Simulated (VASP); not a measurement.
# CN2O: single point with r2SCAN+D3(BJ)

The system is CN2O.

```
N O C
1.0
     7.74175    0.00000    0.00000
     0.00000    7.74175    0.00000
     0.00000    0.00000    7.74175
N O C
8 4 4
Direct
  0.94295 0.01794 0.91514
  0.95582 0.91520 0.81752
  0.99342 0.32698 0.73680
  0.89112 0.37511 0.64838
  0.85444 0.66241 0.32410
  0.86673 0.58044 0.20754
  0.46121 0.14574 0.79908
  0.57543 0.08999 0.74101
  0.46262 0.66870 0.85202
  0.31910 0.82237 0.34110
  0.23654 0.22951 0.12070
  0.74183 0.14375 0.27788
  0.51397 0.53524 0.84119
  0.37214 0.69349 0.30997
  0.15354 0.28698 0.22300
  0.63048 0.04902 0.25519
```

| Quantity | Value |
| --- | --- |
| Program | VASP 6.6.1 |
| Task | single point |
| Functional | r2SCAN |
| Dispersion | D3(BJ) |
| Potentials or basis | VASP PAW PBE potentials, release 64 (N_h, O_h, C_h) |
| Cutoff | 1100 eV |
| k mesh | 1 × 1 × 1 |
| Occupations | fermi-dirac, width 0.05 eV |
| Spin | no spin polarisation |
| Dipole correction | no |
| Further INCAR settings | LREAL = Auto; ALGO = Normal; EDIFF = 1e-06; NBANDS = 54 |

* Pressure: 0.0 GPa
* Largest force: 2.630 eV/Å
* Dispersion energy per atom: -0.023 eV

Forces in eV/Å, atoms in the order of the input:
```
N    0.095 -1.103 -0.767
N   -0.064  0.851  0.869
N   -1.750  1.050 -1.659
N    1.786 -0.847  1.551
N    0.173 -1.146 -1.642
N   -0.219  1.195  1.609
N   -1.545  0.611  0.706
N    1.483 -0.758 -0.796
O   -0.765  1.958  0.155
O   -1.075  2.231  0.601
O    0.954 -0.659 -1.158
O   -1.718 -1.410 -0.313
C    0.780 -1.820 -0.126
C    0.936 -2.319 -0.560
C   -0.903  0.644  1.240
C    1.830  1.522  0.289
```

Stress tensor (GPa, compression positive):
```
-0.06 -1.04 -1.11
-1.04  0.93 -0.01
-1.11 -0.01 -0.76
```

Levels at points of the mesh, in eV from the Fermi level:
```csv
k point,band 36,band 37,band 38,band 39,band 40,band 41,band 42,band 43,band 44,band 45
"(0.00, 0.00, 0.00)",-2.55,-1.82,-1.53,-1.42,-1.29,5.65,5.80,5.84,5.86,5.95
```

Run time: 4.1 min on 1 thread of AMD EPYC 9R45 96-Core Processor (Zen 5) (shared host), peak memory 1.2 GiB.

Caveat: the k points lie up to 0.81 Å⁻¹ apart, too coarse for converged energies, forces and pressures; the atoms stand as in a frame of molecular dynamics; the PAW data sets were made with another functional, which shifts forces and pressure a little.
